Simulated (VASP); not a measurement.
Write the native input for VASP 6.6.1 that does the following.

```
Task                   : relaxation of cell and atoms
Functional             : PBE
Potentials or basis    : VASP PAW PBE potentials, release 64 (Li_sv, Si)
Cutoff                 : 600 eV
k mesh                 : 8 × 8 × 8
Occupations            : gaussian, width 0.1 eV
Spin                   : no spin polarisation
Dipole correction      : no
Further INCAR settings : ALGO = Normal; EDIFF = 1e-06; IBRION = 2; EDIFFG = -0.01; NSW = 100; ISIF = 3
```

The structure of Li7Si lies in POSCAR:

```
Li7Si
1.0
   -3.1944761440      3.1944761440      3.1944761440
    3.1944761440     -3.1944761440      3.1944761440
    3.1944761440      3.1944761440     -3.1944761440
Li Si
7 1
Direct
    0.0000000000      0.5000000000      0.5000000000
    0.5000000000      0.5000000000      0.0000000000
    0.5000000000      0.0000000000      0.5000000000
    0.0000000000      0.0000000000      0.5000000000
    0.0000000000      0.5000000000      0.0000000000
    0.5000000000      0.0000000000      0.0000000000
    0.5000000000      0.5000000000      0.5000000000
    0.0000000000      0.0000000000      0.0000000000
```

The input as run:

INCAR

```
SYSTEM = Li7Si
PREC = Accurate ; ENCUT = 600
EDIFF = 1E-6 ; ISMEAR = 0
SIGMA = 0.1 ; LREAL = .False.
LASPH = .True. ; NELM = 100
ALGO = Normal ; ISIF = 3
LWAVE = .False. ; LCHARG = .False.
GGA = PE ; IBRION = 2
NSW = 100 ; EDIFFG = -0.01
```

KPOINTS

```
regular mesh
0
Gamma
  8 8 8
  0 0 0
```

Potentials or basis: VASP PAW PBE potentials, release 64 (Li_sv, Si).

Run with:

```bash
$ cat potpaw_PBE.64/Li_sv/POTCAR potpaw_PBE.64/Si/POTCAR > POTCAR
$ mpirun -np 1 vasp_std > vasp.out
```

It gave:

```yaml
Relaxed_volume: 16.44 Å³/atom
Relaxed_cell: a = 5.549 Å, b = 5.549 Å, c = 5.549 Å, α = 109.47°, β = 109.47°, γ = 109.47°
Space_group_after_relaxing_to_0.05_Å: Im-3m (No. 229)
Energy_gained_by_relaxing: 0.1 meV/atom
Ionic_steps: 3
Pressure_after_relaxing: 0.0 GPa
```

Caveat: the cutoff is under 1.25 times the usual one of these potentials, so pressure, stress and relaxed cells hold a basis-set (Pulay) error.

It took 2.3 min on 1 thread of Intel(R) Xeon(R) Platinum 8259CL CPU @ 2.50GHz (Skylake/Cascade Lake), on a shared host, peak memory 0.35 GiB.
